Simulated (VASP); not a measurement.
Crystal: Ti.

```
CELL_PARAMETERS angstrom
4.56737 0.00000 0.00000
-2.28369 3.95546 0.00000
0.00000 0.00000 2.82624
ATOMIC_POSITIONS crystal
Ti 0.66667 0.33333 0.50000
Ti 0.33333 0.66667 0.50000
Ti 0.00000 0.00000 0.00000
```

| Quantity | Value |
| --- | --- |
| Program | VASP 6.6.1 |
| Task | relaxation of cell and atoms |
| Functional | RPBE |
| Potentials or basis | VASP PAW PBE potentials, release 64 (Ti_sv) |
| Cutoff | 600 eV |
| k mesh | 7 × 7 × 9 |
| Occupations | fermi-dirac, width 0.05 eV |
| Spin | no spin polarisation |

At the start: pressure 3.8 GPa; volume 17.02 Å³/atom.

Question: Where does the relaxation end?

Answer: Over 5 steps the energy falls by 6.8 meV/atom and the volume is 17.60 Å³/atom (+3.4 %); space group P6/mmm (No. 191, to 0.05 Å).

Step by step:
```csv
step,energy change (eV),largest force (eV/Å),pressure (GPa),volume (Å³)
1,0.0000,0.0000,3.79,51.06
2,-0.0107,0.0000,-2.39,54.09
3,-0.0203,0.0000,-0.01,52.83
4,-0.0203,0.0000,0.05,52.79
5,-0.0204,0.0000,0.08,52.79
```

Final structure:
```
CELL_PARAMETERS angstrom
4.62217 0.00000 0.00000
-2.31109 4.00292 0.00000
0.00000 0.00000 2.85323
ATOMIC_POSITIONS crystal
Ti 0.66667 0.33333 0.50000
Ti 0.33333 0.66667 0.50000
Ti 0.00000 0.00000 0.00000
```

Caveat: the PAW data sets were made with another functional, which shifts forces and pressure a little.
